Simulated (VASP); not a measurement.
Input of a VASP 6.6.1 run:

Contents of INCAR:

```
PREC = Accurate
ENCUT = 600
EDIFF = 1E-7
ISMEAR = 0
SIGMA = 0.1
LREAL = F
LASPH = T
NELM = 100
ALGO = Normal
ISIF = 3
LWAVE = F
LCHARG = F
GGA = PE
IBRION = 2
NSW = 90
EDIFFG = -0.04
```

The input KPOINTS:

```
Automatic mesh
0
Gamma
  4 4 4
```

File POSCAR:

```
Nb3C4
1.0
    3.8192321900      0.0000000000      0.0000000000
    0.0000000000      3.8192321900      0.0000000000
    0.0000000000      0.0000000000      3.8192321900
Nb C
3 4
Direct
    0.0000000000      0.5000000000      0.5000000000
    0.5000000000      0.0000000000      0.5000000000
    0.5000000000      0.5000000000      0.0000000000
    0.5000000000      0.0000000000      0.0000000000
    0.0000000000      0.5000000000      0.0000000000
    0.0000000000      0.0000000000      0.5000000000
    0.0000000000      0.0000000000      0.0000000000
```

Potentials or basis: VASP PAW PBE potentials, release 64 (Nb_sv, C).

Launch:

```bash
$ cat potpaw_PBE.64/Nb_sv/POTCAR potpaw_PBE.64/C/POTCAR > POTCAR
$ mpirun -np 1 vasp_std > vasp.out
```

(1) What does it give for the space group after relaxing (to 0.1 Å)?

(2) Predict the relaxed volume.

Answers

(1) Pm-3m (No. 221).

(2) 12.05 Å³/atom.

Caveat: the k points lie up to 0.36 Å⁻¹ apart in the final cell, too coarse for converged energies and pressures of a metal; the volume moved by over 15 % at a fixed basis, so the end points are rough.
